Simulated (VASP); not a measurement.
# BaF2 (Fm-3m) in VASP: further runs

BaF2 is run at these levels: LDA; tasks: single point.

Program: VASP 6.6.1. These are calculated values, not measurements. Logs are shortened: lines on timing, memory, paths and dates and some standing lists are left out, and cuts for length are marked.

## 1. The cell of the first run

The structure is cubic, space group Fm-3m (No. 225). The conventional cell has a = 6.074 Å, b = 6.074 Å, c = 6.074 Å, α = 90.00°, β = 90.00°, γ = 90.00°. Within 3.5 Å of Ba (site symmetry m-3m) lie 8 F at 2.63 Å. F (site symmetry -43m) has 4 Ba at 2.63 Å and 6 F at 3.04 Å within 3.5 Å.

## 2. Single point, LDA (volume scaled by 0.94)

File INCAR:

```
SYSTEM = BaF2
ALGO = Normal
EDIFF = 1E-6
ENCUT = 600
GGA = CA
GGA_COMPAT = .False.
ISIF = 2
ISMEAR = -1
LASPH = .True.
LCHARG = .False.
LREAL = .False.
LWAVE = .False.
NBANDS = 19
NELM = 120
PREC = Accurate
SIGMA = 0.01
```

File KPOINTS:

```
k-points
0
Gamma
  8 8 8
  0 0 0
```

File POSCAR:

```
BaF2
1.0
    0.0000000000      3.0367659163      3.0367659163
    3.0367659163      0.0000000000      3.0367659163
    3.0367659163      3.0367659163      0.0000000000
Ba F
1 2
Direct
    0.0000000000      0.0000000000      0.0000000000
    0.2500000000      0.2500000000      0.2500000000
    0.7500000000      0.7500000000      0.7500000000
```

Potentials or basis: VASP PAW LDA potentials, release 64 (Ba_sv, F).

On the command line:

```sh
$ cat potpaw_LDA.64/Ba_sv/POTCAR potpaw_LDA.64/F/POTCAR > POTCAR
$ mpirun -np 1 vasp_std > vasp.out
```

OUTCAR:

```text
SYSTEM = BaF2
   EDIFF = 1E-6
   ENCUT = 600
   GGA = CA
   ISIF = 2
   ISMEAR = -1
   LASPH = .True.
   LREAL = .False.
   NELM = 120
   PREC = Accurate

 ion  position               nearest neighbor table
   1  0.000  0.000  0.000-   3 2.63   3 2.63   3 2.63   2 2.63   2 2.63   2 2.63   3 2.63   2 2.63

   2  0.250  0.250  0.250-   1 2.63   1 2.63   1 2.63   1 2.63
   3  0.750  0.750  0.750-   1 2.63   1 2.63   1 2.63   1 2.63

  LATTYP: Found a face centered cubic cell.
 ALAT       =     6.0735318326

  Lattice vectors:

 A1 = (   0.0000000000,   3.0367659163,   3.0367659163)
 A2 = (   3.0367659163,   0.0000000000,   3.0367659163)
 A3 = (   3.0367659163,   3.0367659163,   0.0000000000)

Analysis of symmetry for initial positions (statically):
=====================================================================
 Subroutine PRICEL returns:
 Original cell was already a primitive cell.

 Routine SETGRP: Setting up the symmetry group for a
 face centered cubic supercell.

 Subroutine GETGRP returns: Found 48 space group operations
 (whereof 48 operations were pure point group operations)
 out of a pool of 48 trial point group operations.

The static configuration has the point symmetry O_h .

Analysis of symmetry for dynamics (positions and initial velocities):
=====================================================================
 Subroutine PRICEL returns:
 Original cell was already a primitive cell.

 Routine SETGRP: Setting up the symmetry group for a
 face centered cubic supercell.

 Subroutine GETGRP returns: Found 48 space group operations
 (whereof 48 operations were pure point group operations)
 out of a pool of 48 trial point group operations.

The dynamic configuration has the point symmetry O_h .

 Subroutine INISYM returns: Found 48 space group operations
 (whereof 48 operations are pure point group operations),
 and found     1 'primitive' translations

----------------------------------------------------------------------------------------

                                     Primitive cell

  volume of cell :      56.0098

  direct lattice vectors                    reciprocal lattice vectors
     0.000000000  3.036765916  3.036765916    -0.164648845  0.164648845  0.164648845
     3.036765916  0.000000000  3.036765916     0.164648845 -0.164648845  0.164648845
     3.036765916  3.036765916  0.000000000     0.164648845  0.164648845 -0.164648845

  length of vectors
     4.294635545  4.294635545  4.294635545     0.285180165  0.285180165  0.285180165

  position of ions in fractional coordinates (direct lattice)
     0.000000000  0.000000000  0.000000000
     0.250000000  0.250000000  0.250000000
     0.750000000  0.750000000  0.750000000

  ion indices of the primitive-cell ions
   primitive index   ion index
                 1           1
                 2           2
                 3           3

----------------------------------------------------------------------------------------

 KPOINTS: k-points

Automatic generation of k-mesh.
 Grid dimensions read from file:
 generate k-points for:    8    8    8

 Generating k-lattice:

  Cartesian coordinates                     Fractional coordinates (reciprocal lattice)
    -0.020581106  0.020581106  0.020581106     0.125000000  0.000000000  0.000000000
     0.020581106 -0.020581106  0.020581106     0.000000000  0.125000000  0.000000000
     0.020581106  0.020581106 -0.020581106     0.000000000  0.000000000  0.125000000

  Length of vectors
     0.035647521  0.035647521  0.035647521

  Shift w.r.t. Gamma in fractional coordinates (k-lattice)
     0.000000000  0.000000000  0.000000000

 Subroutine IBZKPT returns following result:
 ===========================================

 Found     29 irreducible k-points:

 Following reciprocal coordinates:
            Coordinates               Weight
  0.000000  0.000000  0.000000      1.000000
  0.125000  0.000000  0.000000      8.000000
  0.250000  0.000000  0.000000      8.000000
  0.375000  0.000000  0.000000      8.000000
  0.500000  0.000000  0.000000      4.000000
  0.125000  0.125000  0.000000      6.000000
[... 16 lines left out ...]
  0.500000  0.250000  0.125000     48.000000
 -0.375000  0.250000  0.125000     24.000000
 [... further k-points ...]
   k-points           NKPTS =     29   k-points in BZ     NKDIM =     29   number of bands    NBANDS=     19
   number of dos      NEDOS =    301   number of ions     NIONS =      3
   total plane-waves  NPLWV =  46656
   dimension x,y,z NGX =    36 NGY =   36 NGZ =   36
   dimension x,y,z NGXF=    72 NGYF=   72 NGZF=   72
   ions per type =               1   2
   NGX,Y,Z   is equivalent  to a cutoff of  13.94, 13.94, 13.94 a.u.
   NGXF,Y,Z  is equivalent  to a cutoff of  27.87, 27.87, 27.87 a.u.
 SYSTEM =  BaF2
   PREC   = accura    normal or accurate (medium, high low for compatibility)
   ISTART =      0    job   : 0-new  1-cont  2-samecut
   ICHARG =      2    charge: 1-file 2-atom 10-const
   ISPIN  =      1    spin polarized calculation?
   LNONCOLLINEAR =      F non collinear calculations
   LSORBIT =      F    spin-orbit coupling
   LASPH  =      T    aspherical Exc in radial PAW
   ENCUT  =  600.0 eV  44.10 Ry    6.64 a.u.   8.58  8.58  8.58*2*pi/ulx,y,z
   NELM   =    120;   NELMIN=  2; NELMDL= -5     # of ELM steps
   EDIFF  = 0.1E-05   stopping-criterion for ELM
   LREAL  =      F    real-space projection
   EDIFFG = 0.1E-04   stopping-criterion for IOM
   NSW    =      0    number of steps for IOM
   IBRION =     -1    ionic relax: 0-MD 1-quasi-New 2-CG
   NFREE  =      0    steps in history (QN), initial steepest desc. (CG)
   ISIF   =      2    stress and relaxation
   ISYM   =      2    0-nonsym 1-usesym 2-fastsym
   POTIM  = 0.5000    time-step for ionic-motion
   TEBEG  =    0.0;   TEEND  =   0.0 temperature during run
   PSTRESS=    0.0 pullay stress
   NELECT =      24.0000    total number of electrons
   NUPDOWN=      -1.0000    fix difference up-down
   EMIN   =  10.00;   EMAX   =-10.00  energy-range for DOS
   EFERMI =   0.00;   METHOD = LEGACY
   ISMEAR =    -1;   SIGMA  =   0.01  broadening in eV -4-tet -1-fermi 0-gaus
   EFERMI_NEDOS =   21; number of points for ismear=-14 and -15
   IALGO  =     38    algorithm
   IMIX   =      4    mixing-type and parameters
     AMIX     =   0.40;   BMIX     =  1.00
     AMIX_MAG =   1.60;   BMIX_MAG =  1.00
  volume/ion in A,a.u.               =      18.67       125.99
  Fermi-wavevector in a.u.,A,eV,Ry     =   1.234214  2.332327 20.725552  1.523285
  Thomas-Fermi vector in A             =   2.368913
   LORBIT       =      0    0 simple, 1 ext, 2 COOP (PROOUT), +10 PAW based schemes
   GGA     = CA    functional components
   LHFCALC =     F    Hartree Fock is set to
   AEXX    =    0.0000 exact exchange contribution
   IVDW    =     0    specifies the selected vdW correction
   LEPSILON=     F    determine dielectric tensor
   LRPA    =     F    only Hartree local field effects (RPA)
 non-spin polarized calculation
  energy-cutoff  :      600.00
  volume of cell :       56.01
 maximum number of plane-waves:      1895
 NGX is ok and might be reduce to    36
   NGX = 17   NGY = 17   NGZ = 17

 number of electron      23.9999990 magnetization

 Free energy of the ion-electron system (eV)
  ---------------------------------------------------
  ext. energy  EPLUGINS =         0.00000000
  ---------------------------------------------------
  free energy    TOTEN  =       -18.62853550 eV

  energy without entropy =      -18.62853550  energy(sigma->0) =      -18.62853550

 E-fermi :  -1.8724     XC(G=0):  -9.6206

 val. band max:       -2.1841144351   @ k =  -0.2500   0.2500   0.0000
 cond. band min:       4.4499759789   @ k =   0.0000   0.0000   0.0000
 fundamental gap:      6.6340904140
 Fermi energy:        -1.8724223980

 k-point     1 :       0.0000    0.0000    0.0000
  band No.  band energies     occupation
      1     -24.9891      2.00000
      2     -20.7994      2.00000
      3     -20.6684      2.00000
      4      -9.7515      2.00000
      5      -9.7515      2.00000
      6      -9.7515      2.00000
[... 11 lines left out ...]
     18       9.6224      0.00000
     19      13.2712      0.00000

 k-point     2 :       0.1250    0.0000    0.0000
  band No.  band energies     occupation
      1     -24.9481      2.00000
      2     -20.8190      2.00000
      3     -20.7222      2.00000
      4      -9.7907      2.00000
      5      -9.7856      2.00000
      6      -9.7856      2.00000
[... 11 lines left out ...]
     18       9.6344      0.00000
     19      12.5943      0.00000

 k-point     3 :       0.2500    0.0000    0.0000
  band No.  band energies     occupation
      1     -24.8439      2.00000
      2     -20.9053      2.00000
      3     -20.8183      2.00000
      4      -9.8719      2.00000
      5      -9.8649      2.00000
      6      -9.8649      2.00000
[... 11 lines left out ...]
     18       9.6824      0.00000
     19      11.6231      0.00000

 k-point     4 :       0.3750    0.0000    0.0000
  band No.  band energies     occupation
      1     -24.7315      2.00000
      2     -21.0515      2.00000
      3     -20.8634      2.00000
      4      -9.9402      2.00000
      5      -9.9402      2.00000
      6      -9.9376      2.00000
[... 11 lines left out ...]
     18       9.7655      0.00000
     19      11.6486      0.00000

 k-point     5 :       0.5000    0.0000    0.0000
  band No.  band energies     occupation
      1     -24.6820      2.00000
      2     -21.1185      2.00000
      3     -20.8786      2.00000
      4      -9.9703      2.00000
      5      -9.9703      2.00000
      6      -9.9611      2.00000
[... 11 lines left out ...]
     18       9.8148      0.00000
     19      12.1874      0.00000

 k-point     6 :       0.1250    0.1250    0.0000
  band No.  band energies     occupation
      1     -24.9343      2.00000
      2     -20.8233      2.00000
      3     -20.7422      2.00000
      4      -9.8386      2.00000
      5      -9.8386      2.00000
      6      -9.7198      2.00000
[... 11 lines left out ...]
     18       9.6848      0.00000
     19      13.2999      0.00000

 k-point     7 :       0.2500    0.1250    0.0000
  band No.  band energies     occupation
      1     -24.8506      2.00000
      2     -20.8739      2.00000
      3     -20.8379      2.00000
      4      -9.9296      2.00000
      5      -9.9296      2.00000
      6      -9.7314      2.00000
[... 11 lines left out ...]
     18       9.7640      0.00000
     19      12.2626      0.00000

 k-point     8 :       0.3750    0.1250    0.0000
  band No.  band energies     occupation
      1     -24.7392      2.00000
      2     -21.0123      2.00000
      3     -20.8895      2.00000
      4     -10.0033      2.00000
      5     -10.0003      2.00000
      6      -9.8082      2.00000
[... 256 lines left out ...]
 k-point    20 :      -0.3750    0.3750    0.0000
  band No.  band energies     occupation
      1     -24.5798      2.00000
      2     -21.1446      2.00000
      3     -21.0184      2.00000
      4     -10.1967      2.00000
      5     -10.1890      2.00000
      6      -9.7047      2.00000
[... 11 lines left out ...]
     18      11.8341      0.00000
     19      12.9581      0.00000

 k-point    21 :       0.5000    0.5000    0.0000
  band No.  band energies     occupation
      1     -24.5700      2.00000
      2     -21.2146      2.00000
      3     -20.9594      2.00000
      4     -10.2881      2.00000
      5     -10.2881      2.00000
      6      -9.5064      2.00000
[... 11 lines left out ...]
     18      11.0153      0.00000
     19      12.9445      0.00000

 k-point    22 :       0.3750    0.2500    0.1250
  band No.  band energies     occupation
      1     -24.7623      2.00000
      2     -20.9505      2.00000
      3     -20.9121      2.00000
      4     -10.0242      2.00000
      5     -10.0081      2.00000
      6      -9.7405      2.00000
[... 11 lines left out ...]
     18      10.0439      0.00000
     19      12.3152      0.00000

 k-point    23 :       0.5000    0.2500    0.1250
  band No.  band energies     occupation
      1     -24.6682      2.00000
      2     -21.0564      2.00000
      3     -20.9637      2.00000
      4     -10.1126      2.00000
      5     -10.0071      2.00000
      6      -9.8261      2.00000
[... 11 lines left out ...]
     18      10.4640      0.00000
     19      12.1129      0.00000

 k-point    24 :      -0.3750    0.2500    0.1250
  band No.  band energies     occupation
      1     -24.6273      2.00000
      2     -21.1043      2.00000
      3     -20.9833      2.00000
      4     -10.1477      2.00000
      5      -9.9354      2.00000
      6      -9.9318      2.00000
[... 11 lines left out ...]
     18      10.6423      0.00000
     19      12.1377      0.00000

 [... further k-points ...]
[... 5 lines left out ...]
  --------------------------------------------------------------------------------------
  -------------------------------------------------------------------------------------
  Total        0.1691427      0.1691427      0.1691427      0.0000000      0.0000000     -0.0000000
  in kB        4.8383798      4.8383798      4.8383798      0.0000000      0.0000000     -0.0000000
  external PRESSURE =       4.8383798 kB  Pullay stress =       0.0000000 kB

 VOLUME and BASIS-vectors are now :
 -----------------------------------------------------------------------------
  energy-cutoff  :      600.00
  volume of cell :       56.01
      direct lattice vectors                 reciprocal lattice vectors
     0.000000000  3.036765916  3.036765916    -0.164648845  0.164648845  0.164648845
     3.036765916  0.000000000  3.036765916     0.164648845 -0.164648845  0.164648845
     3.036765916  3.036765916  0.000000000     0.164648845  0.164648845 -0.164648845

 POSITION                                       TOTAL-FORCE (eV/Angst)
 -----------------------------------------------------------------------------------
      0.00000      0.00000      0.00000        -0.000000      0.000000     -0.000000
      1.51838      1.51838      1.51838         0.000000      0.000000     -0.000000
      4.55515      4.55515      4.55515        -0.000000     -0.000000      0.000000
 -----------------------------------------------------------------------------------
    total drift:                                0.000000      0.000000      0.000000

  FREE ENERGIE OF THE ION-ELECTRON SYSTEM (eV)
  ---------------------------------------------------
  free  energy   TOTEN  =       -18.6285355023 eV

  energy  without entropy=      -18.6285355023  energy(sigma->0) =      -18.62853550
```

It took 31 s on 1 thread of Intel Xeon Platinum 8259CL at 2.50GHz (Skylake/Cascade Lake), shared host; peak memory 0.19 GiB.

What came out:

```
Free energy            : -18.6285 eV
Pressure               : 0.5 GPa
Band gap on the k mesh : 6.63 eV, indirect (least direct gap 6.77 eV)
```

Caveat: spin-orbit coupling is left out, which moves the levels of the heavy elements.

## 3. Single point, LDA (volume scaled by 0.98)

File INCAR:

```
SYSTEM = BaF2
ALGO = Normal ; EDIFF = 1E-6
ENCUT = 600 ; GGA_COMPAT = .FALSE.
ISIF = 2 ; ISMEAR = -1
LASPH = .TRUE. ; LCHARG = .FALSE.
LREAL = .FALSE. ; LWAVE = .FALSE.
NBANDS = 19 ; NELM = 120
PREC = Accurate ; SIGMA = 0.01
```

File KPOINTS:

```
k-points
0
G
  8 8 8
  0 0 0
```

File POSCAR:

```
BaF2
1.0
    0.0000000000      3.0792436684      3.0792436684
    3.0792436684      0.0000000000      3.0792436684
    3.0792436684      3.0792436684      0.0000000000
Ba F
1 2
Direct
    0.0000000000      0.0000000000      0.0000000000
    0.2500000000      0.2500000000      0.2500000000
    0.7500000000      0.7500000000      0.7500000000
```

Potentials or basis: VASP PAW LDA potentials, release 64 (Ba_sv, F).

On the command line:

```sh
$ cat potpaw_LDA.64/Ba_sv/POTCAR potpaw_LDA.64/F/POTCAR > POTCAR
$ mpirun -np 1 vasp_std > vasp.out
```

Run time: 30 s. Hardware: 1 thread of Intel Xeon Platinum 8259CL at 2.50GHz (Skylake/Cascade Lake), shared host; peak memory 0.19 GiB.

The run converged. Its results:

| Property | Result |
| --- | --- |
| Free energy | -18.6186 eV |
| Pressure | -2.3 GPa |
| Band gap on the k mesh | 6.47 eV, indirect (least direct gap 6.57 eV) |

Levels at points of the mesh, in eV from the valence-band top:
```
           k point  band 9  band 10  band 11  band 12  band 13  band 14  band 15  band 16
(0.00, 0.00, 0.00)   -1.62    -0.10    -0.10    -0.10     6.47     9.14     9.14    11.48
(0.50, 0.00, 0.00)   -0.73    -0.37    -0.17    -0.17     9.06     9.13     9.13     9.44
(0.50, 0.50, 0.00)   -0.41    -0.32    -0.32    -0.16     7.03     8.98    10.76    12.10
```

Caveat: spin-orbit coupling is left out, which moves the levels of the heavy elements.
